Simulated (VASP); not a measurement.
# MgBe2SeO2 (Cmmm) in VASP: relaxation of cell and atoms with PBE

Aim: the relaxation of cell and atoms of MgBe2SeO2 with PBE.

Everything below comes from runs of VASP 6.6.1. Logs are shortened: lines on timing, memory, paths and dates and some standing lists are left out, and cuts for length are marked.

## 1. The cell of the first run

It takes space group Cmmm (No. 65, orthorhombic). The conventional cell has a = 4.864 Å, b = 15.619 Å, c = 2.487 Å, α = 90.00°, β = 90.00°, γ = 90.00°. Mg (site symmetry mmm) has 2 Mg at 2.49 Å and 4 Se at 2.73 Å within 3.3 Å. Be (site symmetry 2/m) has 4 O at 1.74 Å within 2.3 Å. Within 3.3 Å of Se (site symmetry mmm) lie 2 Se at 2.49 Å and 4 Mg at 2.73 Å. Within 2.3 Å of O (site symmetry m2m) lie 4 Be at 1.74 Å.

The cell was generated, and may not be a known phase.

## 2. Relaxation of cell and atoms, PBE

Contents of INCAR:

```
SYSTEM = MgBe2SeO2
ALGO = Normal ; EDIFF = 1E-6
EDIFFG = -0.01 ; ENCUT = 600
GGA = PE ; IBRION = 2
ISIF = 3 ; ISMEAR = 0
LASPH = .True. ; LCHARG = .False.
LREAL = .False. ; LWAVE = .False.
NELM = 100 ; NSW = 100
PREC = Accurate ; SIGMA = 0.1
```

Contents of KPOINTS:

```
k-points
0
Gamma
  8 8 16
  0 0 0
```

Contents of POSCAR:

```
MgBe2SeO2
1.0
    2.4320348962     -7.8095614783      0.0000000000
    2.4320348962      7.8095614783      0.0000000000
    0.0000000000      0.0000000000      2.4870172880
Mg Be Se O
1 2 1 2
Direct
    0.5000000000      0.5000000000      0.5000000000
    0.5000000000      0.0000000000      0.5000000000
    0.0000000000      0.5000000000      0.5000000000
    0.0000000000      0.0000000000      0.0000000000
    0.7465309905      0.2534690095      0.0000000000
    0.2534690095      0.7465309905      0.0000000000
```

Potentials or basis: VASP PAW PBE potentials, release 64 (Mg, Be, Se, O).

Started as:

```sh
$ cat potpaw_PBE.64/Mg/POTCAR potpaw_PBE.64/Be/POTCAR potpaw_PBE.64/Se/POTCAR potpaw_PBE.64/O/POTCAR > POTCAR
$ mpirun -np 1 vasp_std > vasp.out
```

OUTCAR:

```text
SYSTEM = MgBe2SeO2
   EDIFF = 1E-6
   EDIFFG = -0.01
   ENCUT = 600
   GGA = PE
   IBRION = 2
   ISIF = 3
   ISMEAR = 0
   LASPH = .True.
   LREAL = .False.
   NELM = 100
   NSW = 100
   PREC = Accurate

 ion  position               nearest neighbor table
   1  0.500  0.500  0.500-   4 2.73   4 2.73   4 2.73   4 2.73
   2  0.500  0.000  0.500-   5 1.74   6 1.74   5 1.74   6 1.74
   3  0.000  0.500  0.500-   5 1.74   6 1.74   5 1.74   6 1.74
   4  0.000  0.000  0.000-   1 2.73   1 2.73   1 2.73   1 2.73
   5  0.747  0.253  0.000-   2 1.74   3 1.74   2 1.74   3 1.74
   6  0.253  0.747  0.000-   2 1.74   3 1.74   2 1.74   3 1.74

  LATTYP: Found a base centered orthorhombic cell.
 ALAT       =     4.8640697924
 B/A-ratio  =     3.2111222954
 C/A-ratio  =     0.5113037835

  Lattice vectors:

 A1 = (   2.4320348962,  -7.8095614783,   0.0000000000)
 A2 = (   2.4320348962,   7.8095614783,   0.0000000000)
 A3 = (   0.0000000000,   0.0000000000,   2.4870172880)

Analysis of symmetry for initial positions (statically):
=====================================================================
 Subroutine PRICEL returns:
 Original cell was already a primitive cell.

 Routine SETGRP: Setting up the symmetry group for a
 base centered orthorhombic supercell.

 Subroutine GETGRP returns: Found  8 space group operations
 (whereof  8 operations were pure point group operations)
 out of a pool of  8 trial point group operations.

The static configuration has the point symmetry D_2h.

Analysis of symmetry for dynamics (positions and initial velocities):
=====================================================================
 Subroutine PRICEL returns:
 Original cell was already a primitive cell.

 Routine SETGRP: Setting up the symmetry group for a
 base centered orthorhombic supercell.

 Subroutine GETGRP returns: Found  8 space group operations
 (whereof  8 operations were pure point group operations)
 out of a pool of  8 trial point group operations.

The dynamic configuration has the point symmetry D_2h.

 Subroutine INISYM returns: Found  8 space group operations
 (whereof  8 operations are pure point group operations),
 and found     1 'primitive' translations

----------------------------------------------------------------------------------------

                                     Primitive cell

  volume of cell :      94.4725

  direct lattice vectors                    reciprocal lattice vectors
     2.432034896 -7.809561478  0.000000000     0.205589155 -0.064024081  0.000000000
     2.432034896  7.809561478  0.000000000     0.205589155  0.064024081  0.000000000
     0.000000000  0.000000000  2.487017288     0.000000000  0.000000000  0.402088077

  length of vectors
     8.179489240  8.179489240  2.487017288     0.215327620  0.215327620  0.402088077

  position of ions in fractional coordinates (direct lattice)
     0.500000000  0.500000000  0.500000000
     0.500000000  1.000000000  0.500000000
     1.000000000  0.500000000  0.500000000
     0.000000000  0.000000000  0.000000000
     0.746530990  0.253469010  0.000000000
     0.253469010  0.746530990  0.000000000

  ion indices of the primitive-cell ions
   primitive index   ion index
                 1           1
                 2           2
                 3           3
                 4           4
                 5           5
                 6           6

----------------------------------------------------------------------------------------

 KPOINTS: k-points

Automatic generation of k-mesh.
 Grid dimensions read from file:
 generate k-points for:    8    8   16

 Generating k-lattice:

  Cartesian coordinates                     Fractional coordinates (reciprocal lattice)
     0.025698644 -0.008003010  0.000000000     0.125000000 -0.000000000  0.000000000
     0.025698644  0.008003010  0.000000000    -0.000000000  0.125000000  0.000000000
     0.000000000  0.000000000  0.025130505     0.000000000  0.000000000  0.062500000

  Length of vectors
     0.026915952  0.026915952  0.025130505

  Shift w.r.t. Gamma in fractional coordinates (k-lattice)
     0.000000000  0.000000000  0.000000000

 Subroutine IBZKPT returns following result:
 ===========================================

 Found    189 irreducible k-points:

 Following reciprocal coordinates:
            Coordinates               Weight
  0.000000  0.000000  0.000000      1.000000
  0.125000  0.000000  0.000000      4.000000
  0.250000  0.000000  0.000000      4.000000
  0.375000  0.000000  0.000000      4.000000
  0.500000  0.000000  0.000000      2.000000
  0.125000  0.125000  0.000000      2.000000
[... 16 lines left out ...]
  0.125000  0.000000  0.062500      8.000000
  0.250000  0.000000  0.062500      8.000000
 [... further k-points ...]
   k-points           NKPTS =    189   k-points in BZ     NKDIM =    189   number of bands    NBANDS=     16
   number of dos      NEDOS =    301   number of ions     NIONS =      6
   total plane-waves  NPLWV =  98000
   dimension x,y,z NGX =    70 NGY =   70 NGZ =   20
   dimension x,y,z NGXF=   140 NGYF=  140 NGZF=   40
   ions per type =               1   2   1   2
   NGX,Y,Z   is equivalent  to a cutoff of  14.23, 14.23, 13.37 a.u.
   NGXF,Y,Z  is equivalent  to a cutoff of  28.45, 28.45, 26.74 a.u.
 SYSTEM =  MgBe2SeO2
   PREC   = accura    normal or accurate (medium, high low for compatibility)
   ISTART =      0    job   : 0-new  1-cont  2-samecut
   ICHARG =      2    charge: 1-file 2-atom 10-const
   ISPIN  =      1    spin polarized calculation?
   LNONCOLLINEAR =      F non collinear calculations
   LSORBIT =      F    spin-orbit coupling
   LASPH  =      T    aspherical Exc in radial PAW
   ENCUT  =  600.0 eV  44.10 Ry    6.64 a.u.  16.34 16.34  4.97*2*pi/ulx,y,z
   NELM   =    100;   NELMIN=  2; NELMDL= -5     # of ELM steps
   EDIFF  = 0.1E-05   stopping-criterion for ELM
   LREAL  =      F    real-space projection
   EDIFFG = -.1E-01   stopping-criterion for IOM
   NSW    =    100    number of steps for IOM
   IBRION =      2    ionic relax: 0-MD 1-quasi-New 2-CG
   NFREE  =      1    steps in history (QN), initial steepest desc. (CG)
   ISIF   =      3    stress and relaxation
   ISYM   =      2    0-nonsym 1-usesym 2-fastsym
   POTIM  = 0.5000    time-step for ionic-motion
   TEBEG  =    0.0;   TEEND  =   0.0 temperature during run
   PSTRESS=    0.0 pullay stress
   NELECT =      24.0000    total number of electrons
   NUPDOWN=      -1.0000    fix difference up-down
   EMIN   =  10.00;   EMAX   =-10.00  energy-range for DOS
   EFERMI =   0.00;   METHOD = LEGACY
   ISMEAR =     0;   SIGMA  =   0.10  broadening in eV -4-tet -1-fermi 0-gaus
   EFERMI_NEDOS =   21; number of points for ismear=-14 and -15
   IALGO  =     38    algorithm
   IMIX   =      4    mixing-type and parameters
     AMIX     =   0.40;   BMIX     =  1.00
     AMIX_MAG =   1.60;   BMIX_MAG =  1.00
  volume/ion in A,a.u.               =      15.75       106.26
  Fermi-wavevector in a.u.,A,eV,Ry     =   1.036836  1.959336 14.626662  1.075029
  Thomas-Fermi vector in A             =   2.171246
   LORBIT       =      0    0 simple, 1 ext, 2 COOP (PROOUT), +10 PAW based schemes
   GGA     = PE    functional components
   LHFCALC =     F    Hartree Fock is set to
   AEXX    =    0.0000 exact exchange contribution
   IVDW    =     0    specifies the selected vdW correction
   LEPSILON=     F    determine dielectric tensor
   LRPA    =     F    only Hartree local field effects (RPA)
 conjugate gradient relaxation of ions
 non-spin polarized calculation
 Gauss-broadening in eV      SIGMA  =   0.10
  energy-cutoff  :      600.00
  volume of cell :       94.47
 maximum number of plane-waves:      3202
 NGX is ok and might be reduce to    70
   NGX = 33   NGY = 33   NGZ =  9

--------------------------------------- Ionic step        1  -------------------------------------------

 number of electron      23.9999997 magnetization

 Free energy of the ion-electron system (eV)
  ---------------------------------------------------
  ext. energy  EPLUGINS =         0.00000000
  ---------------------------------------------------
  free energy    TOTEN  =       -30.44956493 eV

  energy without entropy =      -30.44176118  energy(sigma->0) =      -30.44566306

------------------------ aborting loop because EDIFF is reached ----------------------------------------

  FORCE on cell =-STRESS in cart. coord.  units (eV):
  Direction    XX          YY          ZZ          XY          YZ          ZX
  --------------------------------------------------------------------------------------
  -------------------------------------------------------------------------------------
  Total       -2.0020960      0.0118104      3.4023156     -0.0000000      0.0000000      0.0000000
  in kB      -33.9539448      0.2002947     57.7005474     -0.0000000      0.0000000      0.0000000
  external PRESSURE =       7.9822991 kB  Pullay stress =       0.0000000 kB
[... 101 lines left out ...]
  FREE ENERGIE OF THE ION-ELECTRON SYSTEM (eV)
  ---------------------------------------------------
  free  energy   TOTEN  =       -30.5052186600 eV

  energy  without entropy=      -30.4977513771  energy(sigma->0) =      -30.50148502

[... ionic steps 4 to 26 ...]

--------------------------------------- Ionic step       27  -------------------------------------------

 number of electron      24.0000003 magnetization

------------------------ aborting loop because EDIFF is reached ----------------------------------------

  FORCE on cell =-STRESS in cart. coord.  units (eV):
  Direction    XX          YY          ZZ          XY          YZ          ZX
  --------------------------------------------------------------------------------------
  -------------------------------------------------------------------------------------
  Total       -0.0373975     -0.0327380      0.1967317      0.0000000      0.0000000      0.0000000
  in kB       -0.6554917     -0.5738225      3.4482546      0.0000000      0.0000000      0.0000000
  external PRESSURE =       0.7396468 kB  Pullay stress =       0.0000000 kB
[... 65 lines left out ...]
  energy  without entropy=      -30.5059971410  energy(sigma->0) =      -30.50946315

--------------------------------------- Ionic step       29  -------------------------------------------

 number of electron      24.0000003 magnetization

 Free energy of the ion-electron system (eV)
  ---------------------------------------------------
  ext. energy  EPLUGINS =         0.00000000
  ---------------------------------------------------
  free energy    TOTEN  =       -30.51295332 eV

  energy without entropy =      -30.50602128  energy(sigma->0) =      -30.50948730

 E-fermi :   3.5943     XC(G=0):  -8.7136

 val. band max:        3.5463054015   @ k =   0.1250   0.0000   0.1875
 cond. band min:       3.5957979589   @ k =   0.1250   0.1250   0.1875
 fundamental gap:      0.0494925575
 Fermi energy:         3.5943142820

 k-point     1 :       0.0000    0.0000    0.0000
  band No.  band energies     occupation
      1     -16.9745      2.00000
      2     -15.6745      2.00000
      3     -11.9831      2.00000
      4      -4.5119      2.00000
      5      -2.7941      2.00000
      6      -2.1552      2.00000
[... 8 lines left out ...]
     15       7.3564      0.00000
     16       7.8049      0.00000
[... 420 lines left out ...]
  band No.  band energies     occupation
      1     -16.7817      2.00000
      2     -15.8617      2.00000
      3     -11.8384      2.00000
      4      -3.8799      2.00000
      5      -3.1437      2.00000
      6      -2.3678      2.00000
[... 8 lines left out ...]
     15       7.5483      0.00000
     16       7.6577      0.00000

 [... further k-points ...]
[... 5 lines left out ...]
  --------------------------------------------------------------------------------------
  -------------------------------------------------------------------------------------
  Total        0.0012271     -0.0204438     -0.0046452      0.0000000      0.0000000      0.0000000
  in kB        0.0215016     -0.3582312     -0.0813962      0.0000000      0.0000000      0.0000000
  external PRESSURE =      -0.1393753 kB  Pullay stress =       0.0000000 kB
[... 21 lines left out ...]
  FREE ENERGIE OF THE ION-ELECTRON SYSTEM (eV)
  ---------------------------------------------------
  free  energy   TOTEN  =       -30.5129533226 eV

  energy  without entropy=      -30.5060212760  energy(sigma->0) =      -30.50948730

 reached required accuracy - stopping structural energy minimisation
```

Wall time 52 min (1 thread of Intel Xeon 6975P-C (Granite Rapids), shared host); peak memory 0.66 GiB.

What came out:

```yaml
Free_energy: -30.5130 eV
Relaxed_volume: 15.24 Å³/atom
Relaxed_cell: a = 7.886 Å, b = 7.886 Å, c = 2.543 Å, α = 90.00°, β = 90.00°, γ = 144.68°
Space_group_after_relaxing_to_0.1_Å: Cmmm (No. 65)
Energy_gained_by_relaxing: 10.6 meV/atom
Ionic_steps: 29
Pressure_after_relaxing: 0.0 GPa
Band_gap_on_the_k_mesh: zero (bands 12 and 13 overlap by 2.16 eV)
```

Step by step:
| step | energy change (eV) | largest force (eV/Å) | pressure (GPa) | volume (Å³) |
| --- | --- | --- | --- | --- |
| 1 | 0.0000 | 0.0520 | 0.80 | 94.47 |
| 2 | -0.0529 | 0.1072 | -0.48 | 95.50 |
| 3 | -0.0557 | 0.1001 | -0.24 | 95.33 |
| 4 | -0.0557 | 0.0994 | -0.21 | 95.32 |
| 5 | -0.0567 | 0.0922 | 0.13 | 95.04 |
| 6 | -0.0569 | 0.0887 | 0.26 | 94.92 |
| 7 | -0.0577 | 0.0792 | 0.19 | 94.96 |
| 8 | -0.0595 | 0.0490 | 0.00 | 95.08 |
| 9 | -0.0598 | 0.0197 | -0.41 | 95.31 |
| 10 | -0.0603 | 0.0093 | -0.20 | 95.21 |
| 11 | -0.0605 | 0.0053 | 0.02 | 94.93 |
| 12 | -0.0606 | 0.0015 | -0.06 | 95.00 |
| 13 | -0.0607 | 0.0026 | -0.01 | 94.85 |
| 14 | -0.0610 | 0.0047 | 0.12 | 94.38 |
| 15 | -0.0612 | 0.0091 | 0.32 | 93.45 |
| 16 | -0.0612 | 0.0097 | 0.32 | 93.43 |
| 17 | -0.0613 | 0.0105 | 0.32 | 93.36 |
| 18 | -0.0614 | 0.0121 | 0.31 | 93.22 |
| 19 | -0.0617 | 0.0153 | 0.29 | 92.95 |
| 20 | -0.0621 | 0.0214 | 0.20 | 92.40 |
| 21 | -0.0624 | 0.0339 | 0.11 | 91.30 |
| 22 | -0.0626 | 0.0348 | 0.05 | 91.38 |
| 23 | -0.0628 | 0.0378 | -0.12 | 91.59 |
| 24 | -0.0629 | 0.0338 | -0.09 | 91.56 |
| 25 | -0.0632 | 0.0222 | -0.01 | 91.49 |
| 26 | -0.0632 | 0.0013 | 0.16 | 91.34 |
| 27 | -0.0632 | 0.0119 | 0.07 | 91.41 |
| 28 | -0.0634 | 0.0042 | 0.02 | 91.42 |
| 29 | -0.0634 | 0.0005 | -0.01 | 91.43 |

Final structure:
```
Mg Be Se O
1.0
     2.39238   -7.51472    0.00000
     2.39238    7.51472    0.00000
     0.00000    0.00000    2.54294
Mg Be Se O
1 2 1 2
Direct
  0.50000 0.50000 0.50000
  0.50000 0.00000 0.50000
  0.00000 0.50000 0.50000
  0.00000 0.00000 0.00000
  0.74183 0.25817 0.00000
  0.25817 0.74183 0.00000
```

The gap in the log of VASP goes by the Fermi energy; the results here count the filled bands.